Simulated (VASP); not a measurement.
HfO2, 3 atoms in the cell. Symmetry: F-43m, No. 216, cubic system. Conventional cell: a = 5.321 Å, b = 5.321 Å, c = 5.321 Å, α = 90.00°, β = 90.00°, γ = 90.00°. Within 3.0 Å of Hf (site symmetry -43m) lie 10 O at 2.30 to 2.66 Å. Within 3.0 Å of O (site symmetry -43m) lie 4 Hf at 2.30 Å and 4 O at 2.30 Å. O (site symmetry -43m) has 4 O at 2.30 Å and 6 Hf at 2.66 Å within 3.0 Å. 

| Property | Result |
| --- | --- |
| Program | VASP 6.6.1 |
| Task | relaxation of cell and atoms |
| Functional | PBE |
| Potentials or basis | VASP PAW PBE potentials, release 64 (Hf_pv, O) |
| Cutoff | 600 eV |
| k mesh | 6 × 6 × 6 |
| Occupations | gaussian, width 0.1 eV |
| Spin | no spin polarisation |
| Dipole correction | no |
| Further INCAR settings | ALGO = Normal; EDIFF = 1e-07; IBRION = 2; EDIFFG = -0.04; NSW = 90; ISIF = 3 |

Potentials or basis: VASP PAW PBE potentials, release 64 (Hf_pv, O).

Run with:

```bash
$ cat potpaw_PBE.64/Hf_pv/POTCAR potpaw_PBE.64/O/POTCAR > POTCAR
$ mpirun -np 1 vasp_std > vasp.out
```

Hardware: 1 thread of AMD EPYC 7R13 Processor (Zen 3), with other jobs on the host.

Task: How long does it take, and how much memory?

Result: Wall time 31 s on 1 thread of AMD EPYC 7R13 Processor (Zen 3), on a shared host, peak memory 0.15 GiB. Counts: scf iterations 47, k points 16, ion steps 4.
